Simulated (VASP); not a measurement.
Input of a VASP 6.6.1 run:

INCAR

```
SYSTEM = K2S
  PREC = Accurate
  ENCUT = 500
  EDIFF = 1E-6
  ISMEAR = 0
  SIGMA = 0.01
  LREAL = .False.
  LASPH = .True.
  NELM = 120
  ALGO = Normal
  ISIF = 2
  LWAVE = .False.
  LCHARG = .False.
  NBANDS = 19
  GGA_COMPAT = .False.
```

File KPOINTS:

```
Automatic mesh
0
Gamma
  4 4 4
  0 0 0
```

The input POSCAR:

```
K2S
1.0
    0.0000000000      3.7027186909      3.7027186909
    3.7027186909      0.0000000000      3.7027186909
    3.7027186909      3.7027186909      0.0000000000
K S
2 1
Direct
    0.2500000000      0.2500000000      0.2500000000
    0.7500000000      0.7500000000      0.7500000000
    0.0000000000      0.0000000000      0.0000000000
```

Potentials or basis: VASP PAW LDA potentials, release 64 (K_sv, S).

Command:

```sh
$ cat potpaw_LDA.64/K_sv/POTCAR potpaw_LDA.64/S/POTCAR > POTCAR
$ mpirun -np 1 vasp_std > vasp.out
```

(1) Predict the pressure.

(2) Predict the band gap on the k mesh.

Results:

(1) -1.7 GPa.

(2) 2.11 eV, indirect (least direct gap 2.32 eV).
